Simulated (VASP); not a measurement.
Input of a VASP 6.6.1 run:

File INCAR:

```
SYSTEM = Pt
PREC = Accurate
ENCUT = 520
EDIFF = 1E-6
ISMEAR = -1
SIGMA = 0.05
LREAL = .False.
LASPH = .True.
NELM = 100
ALGO = Normal
ISIF = 2
LWAVE = .False.
LCHARG = .False.
GGA = PE
NBANDS = 17
```

KPOINTS

```
Automatic mesh
0
Gamma
  14 14 14
  0 0 0
```

File POSCAR:

```
Pt
1.0
    0.0000000000      2.3221762087      2.3221762087
    2.3221762087      0.0000000000      2.3221762087
    2.3221762087      2.3221762087      0.0000000000
Pt
2
Direct
   -0.1250000000     -0.1250000000     -0.1250000000
    0.1250000000      0.1250000000      0.1250000000
```

Potentials or basis: VASP PAW PBE potentials, release 64 (Pt).

Launch:

```sh
$ cat potpaw_PBE.64/Pt/POTCAR > POTCAR
$ mpirun -np 1 vasp_std > vasp.out
```

Task: Predict the pressure.

Result: 359.7 GPa.

Task: What does it give for the band gap on the k mesh?

Result: Zero (band 10 reaches 17.46 eV, above the bottom of band 11 at 16.03 eV).

Caveat: spin-orbit coupling is left out, which moves the levels of the heavy elements.
